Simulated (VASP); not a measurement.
# Pt (P6/mmm) in VASP: notebook, part 2 of 2

VASP 6.6.1. The steps go on from the part before.

**4. Relaxation of cell and atoms, PBEsol**

File INCAR:

```
  PREC = Accurate
  ENCUT = 600
  EDIFF = 1E-7
  ISMEAR = 0
  SIGMA = 0.1
  LREAL = False
  LASPH = True
  NELM = 80
  ALGO = Fast
  ISIF = 3
  LWAVE = False
  LCHARG = False
  GGA = PS
  IBRION = 2
  NSW = 100
  EDIFFG = -0.01
```

File KPOINTS:

```
regular mesh
0
Gamma
  24 24 22
```

File POSCAR:

```
Pt
1.0
    2.7082391295      0.0000000000      0.0000000000
   -1.3541195647      2.3454038856      0.0000000000
    0.0000000000      0.0000000000      2.5305109366
Pt
1
Direct
    0.0000000000      0.0000000000      0.0000000000
```

Potentials or basis: VASP PAW PBE potentials, release 64 (Pt).

On the command line:

```
$ cat potpaw_PBE.64/Pt/POTCAR > POTCAR
$ mpirun -np 1 vasp_std > vasp.out
```

OUTCAR:

```text
PREC = Accurate
   ENCUT = 600
   EDIFF = 1E-7
   ISMEAR = 0
   LREAL = False
   LASPH = True
   NELM = 80
   ISIF = 3
   GGA = PS
   IBRION = 2
   NSW = 100
   EDIFFG = -0.01

 ion  position               nearest neighbor table
   1  0.000  0.000  0.000-

  LATTYP: Found a hexagonal cell.
 ALAT       =     2.7082391295
 C/A-ratio  =     0.9343750000

  Lattice vectors:

 A1 = (   2.7082391295,   0.0000000000,   0.0000000000)
 A2 = (  -1.3541195647,   2.3454038856,   0.0000000000)
 A3 = (   0.0000000000,   0.0000000000,   2.5305109366)

Analysis of symmetry for initial positions (statically):
=====================================================================
 Subroutine PRICEL returns:
 Original cell was already a primitive cell.

 Routine SETGRP: Setting up the symmetry group for a
 hexagonal supercell.

 Subroutine GETGRP returns: Found 24 space group operations
 (whereof 24 operations were pure point group operations)
 out of a pool of 24 trial point group operations.

The static configuration has the point symmetry D_6h.

Analysis of symmetry for dynamics (positions and initial velocities):
=====================================================================
 Subroutine PRICEL returns:
 Original cell was already a primitive cell.

 Routine SETGRP: Setting up the symmetry group for a
 hexagonal supercell.

 Subroutine GETGRP returns: Found 24 space group operations
 (whereof 24 operations were pure point group operations)
 out of a pool of 24 trial point group operations.

The dynamic configuration has the point symmetry D_6h.

 Subroutine INISYM returns: Found 24 space group operations
 (whereof 24 operations are pure point group operations),
 and found     1 'primitive' translations

[... 126 lines left out ...]
 Gauss-broadening in eV      SIGMA  =   0.10
  energy-cutoff  :      600.00
  volume of cell :       16.07
 maximum number of plane-waves:       554
 NGX is ok and might be reduce to    24
   NGX = 11   NGY = 11   NGZ = 11

--------------------------------------- Ionic step        1  -------------------------------------------

 number of electron      10.0000000 magnetization

 Free energy of the ion-electron system (eV)
  ---------------------------------------------------
  ext. energy  EPLUGINS =         0.00000000
  ---------------------------------------------------
  free energy    TOTEN  =        -6.72212987 eV

  energy without entropy =       -6.71541963  energy(sigma->0) =       -6.71877475

------------------------ aborting loop because EDIFF is reached ----------------------------------------

  FORCE on cell =-STRESS in cart. coord.  units (eV):
  Direction    XX          YY          ZZ          XY          YZ          ZX
  --------------------------------------------------------------------------------------
  -------------------------------------------------------------------------------------
  Total       -1.0590633     -1.0590633      2.4549617     -0.0000000      0.0000000      0.0000000
  in kB     -105.5649268   -105.5649268    244.7047711     -0.0000000      0.0000000      0.0000000
  external PRESSURE =      11.1916392 kB  Pullay stress =       0.0000000 kB
[... 232 lines left out ...]
--------------------------------------- Ionic step        8  -------------------------------------------

 number of electron      10.0000002 magnetization

 Free energy of the ion-electron system (eV)
  ---------------------------------------------------
  ext. energy  EPLUGINS =         0.00000000
  ---------------------------------------------------
  free energy    TOTEN  =        -6.79735745 eV

  energy without entropy =       -6.79155615  energy(sigma->0) =       -6.79445680

 E-fermi :   9.7474     XC(G=0): -13.1419

 val. band max:        9.7473265900   @ k =   0.1250   0.0833   0.0909
 cond. band min:       9.7478810680   @ k =   0.0417   0.0417   0.1364
 fundamental gap:      0.0005544780
 Fermi energy:         9.7473724797

 k-point     1 :       0.0000    0.0000    0.0000
  band No.  band energies     occupation
      1       0.2641      2.00000
      2       3.6806      2.00000
      3       6.2098      2.00000
      4       6.2098      2.00000
      5      10.1322      0.00000
      6      10.1322      0.00000
      7      23.5656      0.00000
      8      25.2904      0.00000
      9      31.5665      0.00000
[... 265 lines left out ...]
 k-point    24 :       0.4583    0.0417    0.0000
  band No.  band energies     occupation
      1       2.8337      2.00000
      2       4.7557      2.00000
      3       7.3743      2.00000
      4       9.2921      2.00000
      5       9.4985      1.99957
      6      11.0383      0.00000
      7      15.8988      0.00000
      8      23.3872      0.00000
      9      27.1886      0.00000

 [... further k-points ...]

------------------------ aborting loop because EDIFF is reached ----------------------------------------

  FORCE on cell =-STRESS in cart. coord.  units (eV):
  Direction    XX          YY          ZZ          XY          YZ          ZX
  --------------------------------------------------------------------------------------
  -------------------------------------------------------------------------------------
  Total        0.0007708      0.0007708      0.0001207      0.0000000      0.0000000     -0.0000000
  in kB        0.0764817      0.0764817      0.0119728      0.0000000      0.0000000     -0.0000000
  external PRESSURE =       0.0549787 kB  Pullay stress =       0.0000000 kB
[... 16 lines left out ...]
  FREE ENERGIE OF THE ION-ELECTRON SYSTEM (eV)
  ---------------------------------------------------
  free  energy   TOTEN  =        -6.7973574493 eV

  energy  without entropy=       -6.7915561491  energy(sigma->0) =       -6.79445680

 reached required accuracy - stopping structural energy minimisation
```

OSZICAR:

```text
N       E                     dE             d eps       ncg     rms          rms(c)
DAV:   1     0.414397450953E+02    0.41440E+02   -0.59735E+03 13360   0.116E+03
DAV:   2    -0.672299450368E+01   -0.48163E+02   -0.46408E+02 13883   0.198E+02
DAV:   3    -0.718808225097E+01   -0.46509E+00   -0.46141E+00 16344   0.204E+01
[... 65 lines left out ...]
       N       E                     dE             d eps       ncg     rms          rms(c)
DAV:   1    -0.679736825973E+01   -0.12733E-04   -0.40052E-04 13482   0.179E-01    0.162E-02
RMM:   2    -0.679735909645E+01    0.91633E-05   -0.54827E-06 13176   0.220E-02    0.586E-03
RMM:   3    -0.679735746493E+01    0.16315E-05   -0.18533E-06 13173   0.128E-02    0.224E-03
RMM:   4    -0.679735744930E+01    0.15627E-07   -0.13388E-07  8707   0.417E-03
   8 F= -.67973574E+01 E0= -.67944568E+01  d E =-.342442E-05
```

Run time: 2.4 min. Hardware: 1 thread of Intel Xeon 6975P-C (Granite Rapids), shared host; peak memory 0.28 GiB.

Results:

```yaml
Free_energy: -6.7974 eV
Relaxed_volume: 16.15 Å³/atom
Relaxed_cell: a = 2.653 Å, b = 2.653 Å, c = 2.648 Å, α = 90.00°, β = 90.00°, γ = 120.00°
Space_group_after_relaxing_to_0.1_Å: P6/mmm (No. 191)
Energy_gained_by_relaxing: 75.2 meV/atom
Ionic_steps: 8
Pressure_after_relaxing: 0.0 GPa
Band_gap_on_the_k_mesh: zero (bands 5 and 6 overlap by 3.00 eV)
```

Step by step:
| step | energy change (eV) | largest force (eV/Å) | pressure (GPa) | volume (Å³) |
| --- | --- | --- | --- | --- |
| 1 | 0.0000 | 0.0000 | 1.12 | 16.07 |
| 2 | 0.0818 | 0.0000 | 9.92 | 16.19 |
| 3 | -0.0752 | 0.0000 | -0.08 | 16.15 |
| 4 | -0.0752 | 0.0000 | -0.11 | 16.15 |
| 5 | -0.0752 | 0.0000 | 0.28 | 16.13 |
| 6 | -0.0752 | 0.0000 | 0.01 | 16.14 |
| 7 | -0.0752 | 0.0000 | 0.00 | 16.15 |
| 8 | -0.0752 | 0.0000 | 0.01 | 16.15 |

Final structure:
```
CELL_PARAMETERS angstrom
2.65332 0.00000 0.00000
-1.32666 2.29784 0.00000
0.00000 0.00000 2.64826
ATOMIC_POSITIONS crystal
Pt 0.00000 0.00000 0.00000
```

Caveat: the PAW data sets were made with another functional, which shifts forces and pressure a little; spin-orbit coupling is left out, which moves the levels of the heavy elements.

**5. The runs side by side**

| task | cell | k mesh | cutoff (eV) | gap on the mesh (eV) | pressure (GPa) |
| --- | --- | --- | --- | --- | --- |
| single point | a = 2.708, b = 2.708, c = 2.531 Å, angles 90.0, 90.0, 120.0°, 1 atom | 9 × 9 × 8 | 520 | none | 1.5 |
| single point | a = 2.654, b = 2.654, c = 2.651 Å, angles 90.0, 90.0, 120.0°, 1 atom | 24 × 24 × 22 | 520 | none | -0.4 |
| relaxation of cell and atoms | relaxed from a = 2.708, b = 2.708, c = 2.531 Å, angles 90.0, 90.0, 120.0°, 1 atom | 24 × 24 × 22 | 600 | none | 0.0 |

Alike in all rows: level PBEsol; potentials or basis VASP PAW PBE potentials, release 64 (Pt); no spin polarisation; smearing gaussian 0.1 eV.

Caveats: the PAW data sets were made with another functional, which shifts forces and pressure a little; spin-orbit coupling is left out, which moves the levels of the heavy elements.

Total energies depend on the potentials used, so only differences within one code and one set of settings carry meaning.
